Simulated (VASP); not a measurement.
# Os2W (Fm-3m) in VASP: notebook

Os2W is run at these levels: PBE; tasks: single point, relaxation of cell and atoms.

All numbers are computed with VASP 6.6.1; they aren't measurements. Logs are shortened: lines on timing, memory, paths and dates and some standing lists are left out, and cuts for length are marked.

### Step 1. The cell of the first run

It takes space group Fm-3m (No. 225, cubic). Conventional cell: a = 5.965 Å, b = 5.965 Å, c = 5.965 Å, α = 90.00°, β = 90.00°, γ = 90.00°. Within 3.4 Å of Os (site symmetry -43m) lie 4 W at 2.58 Å and 6 Os at 2.98 Å. Within 3.4 Å of W (site symmetry m-3m) lie 8 Os at 2.58 Å.

The cell was generated, and may not be a known phase.

### Step 2. Single point, PBE

INCAR

```
PREC = Accurate
ENCUT = 520
EDIFF = 1E-7
ISMEAR = 0
SIGMA = 0.1
LREAL = F
LASPH = T
NELM = 80
ALGO = Normal
ISIF = 2
LWAVE = F
LCHARG = F
GGA = PE
NBANDS = 22
```

KPOINTS

```
regular mesh
0
Gamma
  14 14 14
```

POSCAR

```
Os2W
1.0
    0.0000000000      2.9824823198      2.9824823198
    2.9824823198      0.0000000000      2.9824823198
    2.9824823198      2.9824823198      0.0000000000
Os W
2 1
Direct
    0.2500000000      0.2500000000      0.2500000000
    0.7500000000      0.7500000000      0.7500000000
    0.0000000000      0.0000000000      0.0000000000
```

Potentials or basis: VASP PAW PBE potentials, release 64 (Os, W_sv).

Command:

```
> cat potpaw_PBE.64/Os/POTCAR potpaw_PBE.64/W_sv/POTCAR > POTCAR
> mpirun -np 1 vasp_std > vasp.out
```

OUTCAR:

```text
PREC = Accurate
   ENCUT = 520
   EDIFF = 1E-7
   ISMEAR = 0
   LREAL = F
   LASPH = T
   NELM = 80
   ISIF = 2
   GGA = PE

 ion  position               nearest neighbor table
   1  0.250  0.250  0.250-   3 2.58   3 2.58   3 2.58   3 2.58   2 2.98   2 2.98   2 2.98   2 2.98
                             2 2.98   2 2.98
   2  0.750  0.750  0.750-   3 2.58   3 2.58   3 2.58   3 2.58   1 2.98   1 2.98   1 2.98   1 2.98
                             1 2.98   1 2.98
   3  0.000  0.000  0.000-   1 2.58   2 2.58   2 2.58   2 2.58   2 2.58   1 2.58   1 2.58   1 2.58

  LATTYP: Found a face centered cubic cell.
 ALAT       =     5.9649646396

  Lattice vectors:

 A1 = (   0.0000000000,   2.9824823198,   2.9824823198)
 A2 = (   2.9824823198,   0.0000000000,   2.9824823198)
 A3 = (   2.9824823198,   2.9824823198,   0.0000000000)

Analysis of symmetry for initial positions (statically):
=====================================================================
 Subroutine PRICEL returns:
 Original cell was already a primitive cell.

 Routine SETGRP: Setting up the symmetry group for a
 face centered cubic supercell.

 Subroutine GETGRP returns: Found 48 space group operations
 (whereof 48 operations were pure point group operations)
 out of a pool of 48 trial point group operations.

The static configuration has the point symmetry O_h .

Analysis of symmetry for dynamics (positions and initial velocities):
=====================================================================
 Subroutine PRICEL returns:
 Original cell was already a primitive cell.

 Routine SETGRP: Setting up the symmetry group for a
 face centered cubic supercell.

 Subroutine GETGRP returns: Found 48 space group operations
 (whereof 48 operations were pure point group operations)
 out of a pool of 48 trial point group operations.

The dynamic configuration has the point symmetry O_h .

 Subroutine INISYM returns: Found 48 space group operations
 (whereof 48 operations are pure point group operations),
 and found     1 'primitive' translations

----------------------------------------------------------------------------------------

                                     Primitive cell

  volume of cell :      53.0596

  direct lattice vectors                    reciprocal lattice vectors
     0.000000000  2.982482320  2.982482320    -0.167645587  0.167645587  0.167645587
     2.982482320  0.000000000  2.982482320     0.167645587 -0.167645587  0.167645587
     2.982482320  2.982482320  0.000000000     0.167645587  0.167645587 -0.167645587

[... 85 lines left out ...]
   EDIFF  = 0.1E-06   stopping-criterion for ELM
   LREAL  =      F    real-space projection
   EDIFFG = 0.1E-05   stopping-criterion for IOM
   NSW    =      0    number of steps for IOM
   IBRION =     -1    ionic relax: 0-MD 1-quasi-New 2-CG
   NFREE  =      0    steps in history (QN), initial steepest desc. (CG)
   ISIF   =      2    stress and relaxation
   ISYM   =      2    0-nonsym 1-usesym 2-fastsym
   POTIM  = 0.5000    time-step for ionic-motion
   TEBEG  =    0.0;   TEEND  =   0.0 temperature during run
   PSTRESS=    0.0 pullay stress
   NELECT =      30.0000    total number of electrons
   NUPDOWN=      -1.0000    fix difference up-down
   EMIN   =  10.00;   EMAX   =-10.00  energy-range for DOS
   EFERMI =   0.00;   METHOD = LEGACY
   ISMEAR =     0;   SIGMA  =   0.10  broadening in eV -4-tet -1-fermi 0-gaus
   EFERMI_NEDOS =   21; number of points for ismear=-14 and -15
   IALGO  =     38    algorithm
   IMIX   =      4    mixing-type and parameters
     AMIX     =   0.40;   BMIX     =  1.00
     AMIX_MAG =   1.60;   BMIX_MAG =  1.00
  volume/ion in A,a.u.               =      17.69       119.35
  Fermi-wavevector in a.u.,A,eV,Ry     =   1.353715  2.558151 24.933294  1.832545
  Thomas-Fermi vector in A             =   2.480948
   LORBIT       =      0    0 simple, 1 ext, 2 COOP (PROOUT), +10 PAW based schemes
   GGA     = PE    functional components
   LHFCALC =     F    Hartree Fock is set to
   AEXX    =    0.0000 exact exchange contribution
   IVDW    =     0    specifies the selected vdW correction
   LEPSILON=     F    determine dielectric tensor
   LRPA    =     F    only Hartree local field effects (RPA)
 non-spin polarized calculation
 Gauss-broadening in eV      SIGMA  =   0.10
  energy-cutoff  :      520.00
  volume of cell :       53.06
 maximum number of plane-waves:      1459
   NGX = 15   NGY = 15   NGZ = 15

 number of electron      30.0000003 magnetization

 Free energy of the ion-electron system (eV)
  ---------------------------------------------------
  ext. energy  EPLUGINS =         0.00000000
  ---------------------------------------------------
  free energy    TOTEN  =       -33.57443115 eV

  energy without entropy =      -33.55626982  energy(sigma->0) =      -33.56535048

 E-fermi :   7.1183     XC(G=0): -12.5569

 val. band max:        7.1118013648   @ k =   0.2857   0.1429   0.0000
 cond. band min:       7.1190795800   @ k =   0.3571   0.2857   0.0714
 fundamental gap:      0.0072782152
 Fermi energy:         7.1183248854

 k-point     1 :       0.0000    0.0000    0.0000
  band No.  band energies     occupation
      1     -66.8248      2.00000
      2     -31.0762      2.00000
      3     -31.0762      2.00000
      4     -31.0762      2.00000
      5      -1.4093      2.00000
      6       1.9868      2.00000
[... 589 lines left out ...]
     21      13.8680      0.00000
     22      15.5385      0.00000

 [... further k-points ...]

------------------------ aborting loop because EDIFF is reached ----------------------------------------

  FORCE on cell =-STRESS in cart. coord.  units (eV):
  Direction    XX          YY          ZZ          XY          YZ          ZX
  --------------------------------------------------------------------------------------
  -------------------------------------------------------------------------------------
  Total        0.1386284      0.1386284      0.1386284      0.0000000      0.0000000      0.0000000
  in kB        4.1859984      4.1859984      4.1859984      0.0000000      0.0000000      0.0000000
  external PRESSURE =       4.1859984 kB  Pullay stress =       0.0000000 kB

 VOLUME and BASIS-vectors are now :
 -----------------------------------------------------------------------------
  energy-cutoff  :      520.00
  volume of cell :       53.06
      direct lattice vectors                 reciprocal lattice vectors
     0.000000000  2.982482320  2.982482320    -0.167645587  0.167645587  0.167645587
     2.982482320  0.000000000  2.982482320     0.167645587 -0.167645587  0.167645587
     2.982482320  2.982482320  0.000000000     0.167645587  0.167645587 -0.167645587

 POSITION                                       TOTAL-FORCE (eV/Angst)
 -----------------------------------------------------------------------------------
      1.49124      1.49124      1.49124        -0.000000     -0.000000     -0.000000
      4.47372      4.47372      4.47372         0.000000      0.000000      0.000000
      0.00000      0.00000      0.00000        -0.000000      0.000000     -0.000000
 -----------------------------------------------------------------------------------
    total drift:                                0.000000     -0.000000      0.000000

  FREE ENERGIE OF THE ION-ELECTRON SYSTEM (eV)
  ---------------------------------------------------
  free  energy   TOTEN  =       -33.5744311493 eV

  energy  without entropy=      -33.5562698158  energy(sigma->0) =      -33.56535048
```

OSZICAR:

```text
N       E                     dE             d eps       ncg     rms          rms(c)
DAV:   1     0.255682682092E+03    0.25568E+03   -0.14578E+04  4576   0.140E+03
DAV:   2    -0.195383243198E+02   -0.27522E+03   -0.25966E+03  4906   0.452E+02
DAV:   3    -0.346123074833E+02   -0.15074E+02   -0.13988E+02  5622   0.924E+01
DAV:   4    -0.350398446622E+02   -0.42754E+00   -0.42333E+00  5276   0.158E+01
DAV:   5    -0.350466895249E+02   -0.68449E-02   -0.68355E-02  5586   0.193E+00    0.269E+01
DAV:   6    -0.338912847330E+02    0.11554E+01   -0.19979E+00  5704   0.986E+00    0.117E+01
DAV:   7    -0.336880859514E+02    0.20320E+00   -0.98420E-01  5438   0.849E+00    0.376E+00
DAV:   8    -0.335831523100E+02    0.10493E+00   -0.31761E-01  6026   0.460E+00    0.857E-01
DAV:   9    -0.335747055700E+02    0.84467E-02   -0.19448E-02  5090   0.104E+00    0.285E-01
DAV:  10    -0.335744373336E+02    0.26824E-03   -0.90081E-04  6088   0.242E-01    0.779E-02
DAV:  11    -0.335744410253E+02   -0.36917E-05   -0.20565E-04  5620   0.973E-02    0.300E-02
DAV:  12    -0.335744303859E+02    0.10639E-04   -0.26176E-05  6282   0.382E-02    0.860E-03
DAV:  13    -0.335744308896E+02   -0.50364E-06   -0.13814E-06  4950   0.756E-03    0.240E-03
DAV:  14    -0.335744311647E+02   -0.27514E-06   -0.32790E-07  5238   0.385E-03    0.596E-04
DAV:  15    -0.335744311493E+02    0.15423E-07   -0.17619E-08  2918   0.937E-04
   1 F= -.33574431E+02 E0= -.33565350E+02  d E =-.181613E-01
```

Run time: 76 s. Hardware: 1 thread of Oxide Virtual Turin-like, shared host; peak memory 0.23 GiB.

What came out:

```yaml
Free_energy: -33.5744 eV
Pressure: 0.4 GPa
Band_gap_on_the_k_mesh: zero (bands 15 and 16 overlap by 2.71 eV)
```

Caveat: spin-orbit coupling is left out, which moves the levels of the heavy elements.

### Step 3. Relaxation of cell and atoms, PBE

INCAR

```
PREC = Accurate
ENCUT = 600
EDIFF = 1E-6
ISMEAR = 0
SIGMA = 0.1
LREAL = F
LASPH = T
NELM = 60
ALGO = Fast
ISIF = 3
LWAVE = F
LCHARG = F
GGA = PE
IBRION = 2
NSW = 100
EDIFFG = -0.01
```

KPOINTS

```
Automatic mesh
0
Gamma
  14 14 14
```

POSCAR

```
Os2W
1.0
    0.0000000000      2.9835217907      2.9835217907
    2.9835217907      0.0000000000      2.9835217907
    2.9835217907      2.9835217907      0.0000000000
Os W
2 1
Direct
    0.2500000000      0.2500000000      0.2500000000
    0.7500000000      0.7500000000      0.7500000000
    0.0000000000      0.0000000000      0.0000000000
```

Potentials or basis: VASP PAW PBE potentials, release 64 (Os, W_sv).

Command:

```
> cat potpaw_PBE.64/Os/POTCAR potpaw_PBE.64/W_sv/POTCAR > POTCAR
> mpirun -np 1 vasp_std > vasp.out
```

It took 3.9 min on 1 thread of Oxide Virtual Turin-like, shared host; peak memory 0.28 GiB.

Results (log left out):

```
Free energy                           : -33.5755 eV
Relaxed volume                        : 17.72 Å³/atom
Relaxed cell                          : a = 4.220 Å, b = 4.220 Å, c = 4.220 Å, α = 60.00°, β = 60.00°, γ = 60.00°
Space group after relaxing (to 0.1 Å) : Fm-3m (No. 225)
Energy gained by relaxing             : 0.0 meV/atom
Ionic steps                           : 3
Pressure after relaxing               : 0.0 GPa
Band gap on the k mesh                : zero (bands 15 and 16 overlap by 2.70 eV)
```

Final structure:
```cif
data_structure
_symmetry_space_group_name_H-M 'P 1'
_symmetry_Int_Tables_number 1
_cell_length_a 4.2205
_cell_length_b 4.2205
_cell_length_c 4.2205
_cell_angle_alpha 60.000
_cell_angle_beta 60.000
_cell_angle_gamma 60.000
_cell_volume 53.16
loop_
_atom_site_label
_atom_site_type_symbol
_atom_site_fract_x
_atom_site_fract_y
_atom_site_fract_z
_atom_site_occupancy
Os1 Os 0.25000 0.25000 0.25000 1
Os2 Os 0.75000 0.75000 0.75000 1
W1 W 0.00000 0.00000 0.00000 1
```

Levels at points of the mesh, in eV from the Fermi level:
| k point | band 13 | band 14 | band 15 | band 16 | band 17 | band 18 |
| --- | --- | --- | --- | --- | --- | --- |
| (0.00, 0.00, 0.00) | -2.35 | 1.76 | 1.76 | 1.76 | 2.08 | 2.08 |
| (0.50, 0.00, 0.00) | -2.11 | -1.16 | -1.16 | -0.95 | 2.32 | 2.32 |
| (0.50, 0.50, 0.00) | -1.10 | 0.01 | 0.52 | 1.67 | 1.95 | 2.35 |

Caveat: spin-orbit coupling is left out, which moves the levels of the heavy elements.
